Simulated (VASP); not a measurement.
# Cs (P4/mmm) in VASP: a series of runs

Cs is run at these levels: PBE; tasks: single point.

All numbers are computed with VASP 6.6.1; they aren't measurements. Logs are shortened: lines on timing, memory, paths and dates and some standing lists are left out, and cuts for length are marked.

### 1 The cell of the first run

The structure is tetragonal, space group P4/mmm (No. 123). The conventional cell has a = 5.401 Å, b = 5.401 Å, c = 11.994 Å, α = 90.00°, β = 90.00°, γ = 90.00°.

### 2 Single point, PBE

INCAR

```
PREC = Accurate
ENCUT = 520
EDIFF = 1E-6
ISMEAR = 0
SIGMA = 0.1
LREAL = F
LASPH = T
NELM = 80
ALGO = Fast
ISIF = 2
LWAVE = F
LCHARG = F
GGA = PE
NBANDS = 20
```

KPOINTS

```
regular mesh
0
Gamma
  4 4 2
```

POSCAR

```
Cs
1.0
    5.4007124600      0.0000000000      0.0000000000
    0.0000000000      5.4007124600      0.0000000000
    0.0000000000      0.0000000000     11.9936879900
Cs
3
Direct
    0.0000000000      0.0000000000      0.3123450000
    0.0000000000      0.0000000000      0.6876550000
    0.5000000000      0.5000000000      0.0000000000
```

Potentials or basis: VASP PAW PBE potentials, release 64 (Cs_sv).

Started as:

```console
cat potpaw_PBE.64/Cs_sv/POTCAR > POTCAR
mpirun -np 1 vasp_std > vasp.out
```

OUTCAR:

```text
PREC = Accurate
   ENCUT = 520
   EDIFF = 1E-6
   ISMEAR = 0
   LREAL = F
   LASPH = T
   NELM = 80
   ISIF = 2
   GGA = PE

 ion  position               nearest neighbor table
   1  0.000  0.000  0.312-
   2  0.000  0.000  0.688-
   3  0.500  0.500  0.000-

  LATTYP: Found a simple tetragonal cell.
 ALAT       =     5.4007124600
 C/A-ratio  =     2.2207603309

  Lattice vectors:

 A1 = (   5.4007124600,   0.0000000000,   0.0000000000)
 A2 = (   0.0000000000,   5.4007124600,   0.0000000000)
 A3 = (   0.0000000000,   0.0000000000,  11.9936879900)

Analysis of symmetry for initial positions (statically):
=====================================================================
 Subroutine PRICEL returns:
 Original cell was already a primitive cell.

 Routine SETGRP: Setting up the symmetry group for a
 simple tetragonal supercell.

 Subroutine GETGRP returns: Found 16 space group operations
 (whereof 16 operations were pure point group operations)
 out of a pool of 16 trial point group operations.

The static configuration has the point symmetry D_4h.

Analysis of symmetry for dynamics (positions and initial velocities):
=====================================================================
 Subroutine PRICEL returns:
 Original cell was already a primitive cell.

 Routine SETGRP: Setting up the symmetry group for a
 simple tetragonal supercell.

 Subroutine GETGRP returns: Found 16 space group operations
 (whereof 16 operations were pure point group operations)
 out of a pool of 16 trial point group operations.

The dynamic configuration has the point symmetry D_4h.

 Subroutine INISYM returns: Found 16 space group operations
 (whereof 16 operations are pure point group operations),
 and found     1 'primitive' translations

----------------------------------------------------------------------------------------

                                     Primitive cell

  volume of cell :     349.8282

  direct lattice vectors                    reciprocal lattice vectors
[... 65 lines left out ...]
   NGXF,Y,Z  is equivalent  to a cutoff of  24.63, 24.63, 24.95 a.u.
 SYSTEM =  unknown system
   PREC   = accura    normal or accurate (medium, high low for compatibility)
   ISTART =      0    job   : 0-new  1-cont  2-samecut
   ICHARG =      2    charge: 1-file 2-atom 10-const
   ISPIN  =      1    spin polarized calculation?
   LNONCOLLINEAR =      F non collinear calculations
   LSORBIT =      F    spin-orbit coupling
   LASPH  =      T    aspherical Exc in radial PAW
   ENCUT  =  520.0 eV  38.22 Ry    6.18 a.u.  10.04 10.04 22.30*2*pi/ulx,y,z
   NELM   =     80;   NELMIN=  2; NELMDL= -5     # of ELM steps
   EDIFF  = 0.1E-05   stopping-criterion for ELM
   LREAL  =      F    real-space projection
   EDIFFG = 0.1E-04   stopping-criterion for IOM
   NSW    =      0    number of steps for IOM
   IBRION =     -1    ionic relax: 0-MD 1-quasi-New 2-CG
   NFREE  =      0    steps in history (QN), initial steepest desc. (CG)
   ISIF   =      2    stress and relaxation
   ISYM   =      2    0-nonsym 1-usesym 2-fastsym
   POTIM  = 0.5000    time-step for ionic-motion
   TEBEG  =    0.0;   TEEND  =   0.0 temperature during run
   PSTRESS=    0.0 pullay stress
   NELECT =      27.0000    total number of electrons
   NUPDOWN=      -1.0000    fix difference up-down
   EMIN   =  10.00;   EMAX   =-10.00  energy-range for DOS
   EFERMI =   0.00;   METHOD = LEGACY
   ISMEAR =     0;   SIGMA  =   0.10  broadening in eV -4-tet -1-fermi 0-gaus
   EFERMI_NEDOS =   21; number of points for ismear=-14 and -15
   IALGO  =     68    algorithm
   IMIX   =      4    mixing-type and parameters
     AMIX     =   0.40;   BMIX     =  1.00
     AMIX_MAG =   1.60;   BMIX_MAG =  1.00
  volume/ion in A,a.u.               =     116.61       786.92
  Fermi-wavevector in a.u.,A,eV,Ry     =   0.697019  1.317174  6.610189  0.485835
  Thomas-Fermi vector in A             =   1.780230
   LORBIT       =      0    0 simple, 1 ext, 2 COOP (PROOUT), +10 PAW based schemes
   GGA     = PE    functional components
   LHFCALC =     F    Hartree Fock is set to
   AEXX    =    0.0000 exact exchange contribution
   IVDW    =     0    specifies the selected vdW correction
   LEPSILON=     F    determine dielectric tensor
   LRPA    =     F    only Hartree local field effects (RPA)
 non-spin polarized calculation
 RMM-DIIS sequential band-by-band and
 Gauss-broadening in eV      SIGMA  =   0.10
  energy-cutoff  :      520.00
  volume of cell :      349.83
 maximum number of plane-waves:      9444
   NGX = 21   NGY = 21   NGZ = 45

 number of electron      27.0000009 magnetization

 Free energy of the ion-electron system (eV)
  ---------------------------------------------------
  ext. energy  EPLUGINS =         0.00000000
  ---------------------------------------------------
  free energy    TOTEN  =        -2.37635969 eV

  energy without entropy =       -2.36090836  energy(sigma->0) =       -2.36863403

 E-fermi :   0.4944     XC(G=0):  -5.3560

 val. band max:        0.4812059510   @ k =   0.5000   0.2500   0.0000
 cond. band min:       0.5660717370   @ k =   0.5000   0.2500   0.0000
 fundamental gap:      0.0848657860
 Fermi energy:         0.4944037114

 k-point     1 :       0.0000    0.0000    0.0000
  band No.  band energies     occupation
      1     -23.5513      2.00000
      2     -23.5385      2.00000
      3     -23.3542      2.00000
      4     -10.4853      2.00000
      5     -10.3184      2.00000
      6     -10.3184      2.00000
[... 265 lines left out ...]
     19       1.7590      0.00000
     20       1.8207      0.00000

------------------------ aborting loop because EDIFF is reached ----------------------------------------

  FORCE on cell =-STRESS in cart. coord.  units (eV):
  Direction    XX          YY          ZZ          XY          YZ          ZX
  --------------------------------------------------------------------------------------
  -------------------------------------------------------------------------------------
  Total       -0.1255110     -0.1255110      0.9170763      0.0000000      0.0000000     -0.0000000
  in kB       -0.5748275     -0.5748275      4.2001149      0.0000000      0.0000000     -0.0000000
  external PRESSURE =       1.0168200 kB  Pullay stress =       0.0000000 kB

 VOLUME and BASIS-vectors are now :
 -----------------------------------------------------------------------------
  energy-cutoff  :      520.00
  volume of cell :      349.83
      direct lattice vectors                 reciprocal lattice vectors
     5.400712460  0.000000000  0.000000000     0.185160756  0.000000000  0.000000000
     0.000000000  5.400712460  0.000000000     0.000000000  0.185160756  0.000000000
     0.000000000  0.000000000 11.993687990     0.000000000  0.000000000  0.083377190

 POSITION                                       TOTAL-FORCE (eV/Angst)
 -----------------------------------------------------------------------------------
      0.00000      0.00000      3.74617         0.000000      0.000000     -0.073586
      0.00000      0.00000      8.24752        -0.000000     -0.000000      0.073586
      2.70036      2.70036      0.00000        -0.000000      0.000000     -0.000000
 -----------------------------------------------------------------------------------
    total drift:                                0.000000     -0.000000     -0.000000

  FREE ENERGIE OF THE ION-ELECTRON SYSTEM (eV)
  ---------------------------------------------------
  free  energy   TOTEN  =        -2.3763596913 eV

  energy  without entropy=       -2.3609083629  energy(sigma->0) =       -2.36863403
```

It took 76 s on 1 thread of AMD EPYC 7R13 (Zen 3), shared host; peak memory 0.33 GiB.

What came out:

- Free energy: -2.3764 eV
- Pressure: 0.1 GPa
- Largest force: 0.074 eV/Å

Forces in eV/Å, atoms in the order of the input:
```
Cs   0.000  0.000 -0.074
Cs   0.000  0.000  0.074
Cs   0.000  0.000  0.000
```

Stress tensor (GPa, compression positive):
```
-0.06  0.00  0.00
 0.00 -0.06  0.00
 0.00  0.00  0.42
```

Caveat: spin-orbit coupling is left out, which moves the levels of the heavy elements.

### 3 Single point, PBE

This run uses another cell than the first one, of 123.78 Å³/atom, 1.062 times its volume.

INCAR

```
PREC = Accurate ; ENCUT = 520
EDIFF = 1E-6 ; ISMEAR = 0
SIGMA = 0.1 ; LREAL = F
LASPH = T ; NELM = 100
ALGO = Normal ; ISIF = 2
LWAVE = F ; LCHARG = T
GGA = PE ; LELF = T
LVHAR = T ; NBANDS = 20
```

KPOINTS is that of step 2.

POSCAR

```
Cs
1.0
    5.1782126981      0.0000000000      0.0000000000
    0.0000000000      5.1782126981      0.0000000000
    0.0000000000      0.0000000000     13.8489586352
Cs
3
Direct
    0.0000000000      0.0000000000      0.3130877628
    0.0000000000      0.0000000000      0.6869122372
    0.5000000000      0.5000000000      0.0000000000
```

Potentials or basis: VASP PAW PBE potentials, release 64 (Cs_sv).

Started as:

```console
cat potpaw_PBE.64/Cs_sv/POTCAR > POTCAR
mpirun -np 1 vasp_std > vasp.out
```

Wall time 81 s (1 thread of AMD EPYC 7R13 (Zen 3), shared host); peak memory 0.41 GiB.

It converged, with:

* Free energy: -2.4520 eV
* Pressure: 0.0 GPa

Levels at points of the mesh, in eV from the Fermi level:
```
           k point  band 12  band 13  band 14  band 15  band 16  band 17
(0.00, 0.00, 0.00)   -10.65    -1.66    -0.77    -0.63     0.90     1.23
(0.50, 0.00, 0.00)   -10.64    -0.16    -0.09     0.25     0.40     0.82
(0.50, 0.50, 0.00)   -10.67     0.37     0.41     0.82     1.10     1.10
(0.00, 0.00, 0.50)   -10.65    -1.46    -1.32    -0.06     0.60     1.31
(0.50, 0.00, 0.50)   -10.64    -0.14    -0.09     0.19     0.40     0.84
(0.50, 0.50, 0.50)   -10.67     0.48     0.51     0.58     1.00     1.00
```

Caveat: spin-orbit coupling is left out, which moves the levels of the heavy elements.
